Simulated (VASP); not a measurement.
# Sn in VASP: a series of runs

The runs below take Sn through single point, with PBE+D3(BJ).

All numbers are computed with VASP 6.6.1; they aren't measurements. Logs are shortened: lines on timing, memory, paths and dates and some standing lists are left out, and cuts for length are marked.

## (1) The cell of the first run

The typed cell holds 1 atom: a = 3.273 Å, b = 3.273 Å, c = 3.273 Å, α = 115.18°, β = 115.17°, γ = 98.58°.

## (2) Single point, PBE+D3(BJ) (strain -0.0150 x Voigt [0, 0, 1, 0, 0, 0])

Contents of INCAR:

```
ALGO = Fast ; EDIFF = 1E-6
ENCUT = 520 ; GGA = PE
ISIF = 2 ; ISMEAR = 0
IVDW = 12 ; LASPH = True
LCHARG = True ; LELF = True
LREAL = False ; LVHAR = True
LWAVE = False ; NBANDS = 13
NELM = 80 ; PREC = Accurate
SIGMA = 0.15
```

Contents of KPOINTS:

```
k-points
0
Gamma
  24 24 24
```

Contents of POSCAR:

```
Sn
1.0
   -1.7544065426      1.7546136963      2.1349783845
    1.7544065426     -1.7546136963      2.1349783845
    1.7544065426      1.7546136963     -2.1349783845
Sn
1
Direct
    0.0000000000      0.0000000000      0.0000000000
```

Potentials or basis: VASP PAW PBE potentials, release 64 (Sn_d).

Run with:

```bash
> cat potpaw_PBE.64/Sn_d/POTCAR > POTCAR
> mpirun -np 1 vasp_std > vasp.out
```

OUTCAR:

```text
EDIFF = 1E-6
   ENCUT = 520
   GGA = PE
   ISIF = 2
   ISMEAR = 0
   IVDW = 12
   LASPH = True
   LREAL = False
   NELM = 80
   PREC = Accurate
 IVDW          = 12

 ion  position               nearest neighbor table
   1  0.000  0.000  0.000-

  LATTYP: Found a body centered orthorhombic cell.
 ALAT       =     3.5088130852
 B/A-ratio  =     1.0001180762
 C/A-ratio  =     1.2169234055

  Lattice vectors:

 A1 = (  -1.7544065426,   1.7546136963,   2.1349783845)
 A2 = (   1.7544065426,  -1.7546136963,   2.1349783845)
 A3 = (   1.7544065426,   1.7546136963,  -2.1349783845)

Analysis of symmetry for initial positions (statically):
=====================================================================
 Subroutine PRICEL returns:
 Original cell was already a primitive cell.

 Routine SETGRP: Setting up the symmetry group for a
 body centered orthorhombic supercell.

 Subroutine GETGRP returns: Found  8 space group operations
 (whereof  8 operations were pure point group operations)
 out of a pool of  8 trial point group operations.

The static configuration has the point symmetry D_2h.

Analysis of symmetry for dynamics (positions and initial velocities):
=====================================================================
 Subroutine PRICEL returns:
 Original cell was already a primitive cell.

 Routine SETGRP: Setting up the symmetry group for a
 body centered orthorhombic supercell.

 Subroutine GETGRP returns: Found  8 space group operations
 (whereof  8 operations were pure point group operations)
 out of a pool of  8 trial point group operations.

The dynamic configuration has the point symmetry D_2h.

 Subroutine INISYM returns: Found  8 space group operations
 (whereof  8 operations are pure point group operations),
 and found     1 'primitive' translations

----------------------------------------------------------------------------------------

                                     Primitive cell

  volume of cell :      26.2885

  direct lattice vectors                    reciprocal lattice vectors
    -1.754406543  1.754613696  2.134978385     0.000000000  0.284963010  0.234194409
     1.754406543 -1.754613696  2.134978385     0.284996657  0.000000000  0.234194409
     1.754406543  1.754613696 -2.134978385     0.284996657  0.284963010  0.000000000

  length of vectors
     3.273338394  3.273338394  3.273338394     0.368850834  0.368876830  0.403022346

  position of ions in fractional coordinates (direct lattice)
     0.000000000  0.000000000  0.000000000

  ion indices of the primitive-cell ions
   primitive index   ion index
                 1           1

----------------------------------------------------------------------------------------

 KPOINTS: k-points

Automatic generation of k-mesh.
 Grid dimensions read from file:
 generate k-points for:   24   24   24

 Generating k-lattice:

  Cartesian coordinates                     Fractional coordinates (reciprocal lattice)
     0.000000000  0.011873459  0.009758100     0.041666667  0.000000000  0.000000000
     0.011874861  0.000000000  0.009758100     0.000000000  0.041666667  0.000000000
     0.011874861  0.011873459  0.000000000     0.000000000  0.000000000  0.041666667

  Length of vectors
     0.015368785  0.015369868  0.016792598

  Shift w.r.t. Gamma in fractional coordinates (k-lattice)
     0.000000000  0.000000000  0.000000000

 Subroutine IBZKPT returns following result:
 ===========================================

 Found   1963 irreducible k-points:

 Following reciprocal coordinates:
            Coordinates               Weight
  0.000000  0.000000  0.000000      1.000000
  0.041667  0.000000 -0.000000      4.000000
  0.083333  0.000000 -0.000000      4.000000
  0.125000  0.000000  0.000000      4.000000
  0.166667  0.000000 -0.000000      4.000000
  0.208333  0.000000  0.000000      4.000000
[... 16 lines left out ...]
  0.375000  0.041667 -0.000000      8.000000
  0.416667  0.041667  0.000000      8.000000
 [... further k-points ...]
   k-points           NKPTS =   1963   k-points in BZ     NKDIM =   1963   number of bands    NBANDS=     13
   number of dos      NEDOS =    301   number of ions     NIONS =      1
   total plane-waves  NPLWV =  13824
   dimension x,y,z NGX =    24 NGY =   24 NGZ =   24
   dimension x,y,z NGXF=    48 NGYF=   48 NGZF=   48
   ions per type =               1
   NGX,Y,Z   is equivalent  to a cutoff of  12.19, 12.19, 12.19 a.u.
   NGXF,Y,Z  is equivalent  to a cutoff of  24.38, 24.38, 24.38 a.u.
 SYSTEM =  unknown system
   PREC   = accura    normal or accurate (medium, high low for compatibility)
   ISTART =      0    job   : 0-new  1-cont  2-samecut
   ICHARG =      2    charge: 1-file 2-atom 10-const
   ISPIN  =      1    spin polarized calculation?
   LNONCOLLINEAR =      F non collinear calculations
   LSORBIT =      F    spin-orbit coupling
   LASPH  =      T    aspherical Exc in radial PAW
   ENCUT  =  520.0 eV  38.22 Ry    6.18 a.u.   6.09  6.09  6.09*2*pi/ulx,y,z
   NELM   =     80;   NELMIN=  2; NELMDL= -5     # of ELM steps
   EDIFF  = 0.1E-05   stopping-criterion for ELM
   LREAL  =      F    real-space projection
   EDIFFG = 0.1E-04   stopping-criterion for IOM
   NSW    =      0    number of steps for IOM
   IBRION =     -1    ionic relax: 0-MD 1-quasi-New 2-CG
   NFREE  =      0    steps in history (QN), initial steepest desc. (CG)
   ISIF   =      2    stress and relaxation
   ISYM   =      2    0-nonsym 1-usesym 2-fastsym
   POTIM  = 0.5000    time-step for ionic-motion
   TEBEG  =    0.0;   TEEND  =   0.0 temperature during run
   PSTRESS=    0.0 pullay stress
   NELECT =      14.0000    total number of electrons
   NUPDOWN=      -1.0000    fix difference up-down
   EMIN   =  10.00;   EMAX   =-10.00  energy-range for DOS
   EFERMI =   0.00;   METHOD = LEGACY
   ISMEAR =     0;   SIGMA  =   0.15  broadening in eV -4-tet -1-fermi 0-gaus
   EFERMI_NEDOS =   21; number of points for ismear=-14 and -15
   IALGO  =     68    algorithm
   IMIX   =      4    mixing-type and parameters
     AMIX     =   0.40;   BMIX     =  1.00
     AMIX_MAG =   1.60;   BMIX_MAG =  1.00
  volume/ion in A,a.u.               =      26.29       177.40
  Fermi-wavevector in a.u.,A,eV,Ry     =   1.326974  2.507617 23.957957  1.760860
  Thomas-Fermi vector in A             =   2.456321
   LORBIT       =      0    0 simple, 1 ext, 2 COOP (PROOUT), +10 PAW based schemes
   GGA     = PE    functional components
   LHFCALC =     F    Hartree Fock is set to
   AEXX    =    0.0000 exact exchange contribution
   IVDW    =    12    specifies the selected vdW correction
   LEPSILON=     F    determine dielectric tensor
   LRPA    =     F    only Hartree local field effects (RPA)
 non-spin polarized calculation
 RMM-DIIS sequential band-by-band and
 Gauss-broadening in eV      SIGMA  =   0.15
  energy-cutoff  :      520.00
  volume of cell :       26.29
 maximum number of plane-waves:       732
   NGX = 13   NGY = 13   NGZ = 13

 number of electron      14.0000010 magnetization

 Free energy of the ion-electron system (eV)
  ---------------------------------------------------
  ext. energy  EPLUGINS =         0.00000000
  ---------------------------------------------------
  free energy    TOTEN  =        -3.77128786 eV

  energy without entropy =       -3.76494610  energy(sigma->0) =       -3.76811698

 E-fermi :   8.5636     XC(G=0): -10.5220

 val. band max:        8.5627543185   @ k =  -0.3333   0.4583   0.0833
 cond. band min:       8.5685666569   @ k =   0.2917  -0.1667   0.1250
 fundamental gap:      0.0058123384
 Fermi energy:         8.5635913717

 k-point     1 :       0.0000    0.0000    0.0000
  band No.  band energies     occupation
      1     -13.0681      2.00000
      2     -13.0680      2.00000
      3     -13.0136      2.00000
      4     -12.9791      2.00000
      5     -12.9095      2.00000
      6      -2.8343      2.00000
      7      16.3975      0.00000
      8      16.7077      0.00000
      9      16.7099      0.00000
     10      19.4601      0.00000
     11      20.6270      0.00000
     12      20.6298      0.00000
     13      21.2325      0.00000

 k-point     2 :       0.0417    0.0000   -0.0000
  band No.  band energies     occupation
      1     -13.0669      2.00000
      2     -13.0662      2.00000
      3     -13.0129      2.00000
      4     -12.9790      2.00000
      5     -12.9102      2.00000
      6      -2.7972      2.00000
      7      16.0869      0.00000
      8      16.5374      0.00000
      9      16.5942      0.00000
     10      19.1799      0.00000
     11      20.7530      0.00000
     12      20.9365      0.00000
     13      21.5974      0.00000

 k-point     3 :       0.0833    0.0000   -0.0000
  band No.  band energies     occupation
      1     -13.0633      2.00000
      2     -13.0617      2.00000
      3     -13.0098      2.00000
      4     -12.9787      2.00000
      5     -12.9122      2.00000
      6      -2.6857      2.00000
      7      15.0526      0.00000
      8      16.2926      0.00000
      9      16.3999      0.00000
     10      18.8980      0.00000
     11      20.9597      0.00000
     12      21.2099      0.00000
     13      21.7061      0.00000
[... 305 lines left out ...]
 k-point    23 :       0.3750    0.0417   -0.0000
  band No.  band energies     occupation
      1     -13.0749      2.00000
      2     -13.0419      2.00000
      3     -12.9805      2.00000
      4     -12.9062      2.00000
      5     -12.8675      2.00000
      6       0.4472      2.00000
      7       5.6428      2.00000
      8      13.1927      0.00000
      9      14.9758      0.00000
     10      18.1833      0.00000
     11      18.8581      0.00000
     12      20.1217      0.00000
     13      22.6020      0.00000

 k-point    24 :       0.4167    0.0417    0.0000
  band No.  band energies     occupation
      1     -13.0778      2.00000
      2     -13.0431      2.00000
      3     -12.9820      2.00000
      4     -12.9005      2.00000
      5     -12.8551      2.00000
      6       1.1043      2.00000
      7       4.6744      2.00000
      8      13.0884      0.00000
      9      14.8485      0.00000
     10      18.1083      0.00000
     11      18.6806      0.00000
     12      20.0246      0.00000
     13      22.4341      0.00000

 [... further k-points ...]

------------------------ aborting loop because EDIFF is reached ----------------------------------------

 Edisp (eV)   -0.39805

 E8    (eV) :    -0.1910

  FORCE on cell =-STRESS in cart. coord.  units (eV):
  Direction    XX          YY          ZZ          XY          YZ          ZX
  --------------------------------------------------------------------------------------
  -------------------------------------------------------------------------------------
  Total       0.13271     0.13252     0.09937     0.00000     0.00000     0.00000
  in kB       8.08795     8.07632     6.05634     0.00000     0.00000     0.00000
  external pressure =        7.41 kB  Pullay stress =        0.00 kB

 VOLUME and BASIS-vectors are now :
 -----------------------------------------------------------------------------
  energy-cutoff  :      520.00
  volume of cell :       26.29
      direct lattice vectors                 reciprocal lattice vectors
    -1.754406543  1.754613696  2.134978385     0.000000000  0.284963010  0.234194409
     1.754406543 -1.754613696  2.134978385     0.284996657  0.000000000  0.234194409
     1.754406543  1.754613696 -2.134978385     0.284996657  0.284963010  0.000000000

 POSITION                                       TOTAL-FORCE (eV/Angst)
 -----------------------------------------------------------------------------------
      0.00000      0.00000      0.00000        -0.000000      0.000000      0.000000
 -----------------------------------------------------------------------------------
    total drift:                                0.000000      0.000000     -0.000000

  FREE ENERGIE OF THE ION-ELECTRON SYSTEM (eV)
  ---------------------------------------------------
  free  energy   TOTEN  =        -4.1693386052 eV

  energy  without entropy=       -4.1629968399  energy(sigma->0) =       -4.16616772
```

Wall time 2.3 min (1 thread of Intel Xeon 6975P-C (Granite Rapids), shared host); peak memory 0.67 GiB.

Results:

* Free energy: -4.1693 eV
* Pressure: 0.7 GPa
* Band gap on the k mesh: zero (band 7 reaches 16.40 eV, above the bottom of band 8 at 6.18 eV)
* Dispersion energy per atom: -0.398 eV

Caveat: the cell differs from its parent crystal (strain -0.0150 x Voigt [0, 0, 1, 0, 0, 0]); spin-orbit coupling is left out, which moves the levels of the heavy elements; pairwise dispersion overbinds metals, which lowers pressure and volume.

(Part 1 of 2 ends here.)
